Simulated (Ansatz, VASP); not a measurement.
# CuO: VASP beside Ansatz

```xyz
4
Lattice="2.3289 -1.7019 0.0000 2.3289 1.7019 0.0000 -0.8548 0.0000 5.0255" Properties=species:S:1:pos:R:3 pbc="T T T"
Cu    1.1645    0.8401    0.0000
Cu    0.7371   -0.8401    2.5127
O     2.0585   -0.2822    1.2750
O     1.6311    0.2822    3.7877
```

Alike in both runs: task single point; functional r2SCAN; k mesh 10 × 10 × 5; occupations fermi-dirac, width 0.05 eV; no spin polarisation.

|  | VASP | Ansatz |
| --- | --- | --- |
| version | VASP 6.6.1 | Ansatz 0.2.0 |
| potentials or method | VASP PAW PBE potentials, release 64 (Cu, O) | Ansatz PAW |
| plane-wave cutoff (eV) | 520 | 500 |
| valence electrons in the cell | 34 | 50 |

```csv
,VASP,Ansatz,Ansatz less VASP
gap on the k mesh at the Fermi level (eV),none,none,-
pressure (GPa),3.6,2.5,-1.09
"traceless stress, the component that is largest in VASP (GPa)",-1.85,-1.72,+0.137
rms of the force components (eV/Å),0.462,0.449,-0.0130
```

VASP's potentials were made for PBE, not for r2SCAN. Atom by atom the forces differ by 0.025 eV/Å (rms over components). A gap of «none» marks a metal or a gap that the smearing closes. VASP's potentials hold 34 valence electrons a cell and Ansatz's 50, so a difference there can come from the potentials and not from the codes.
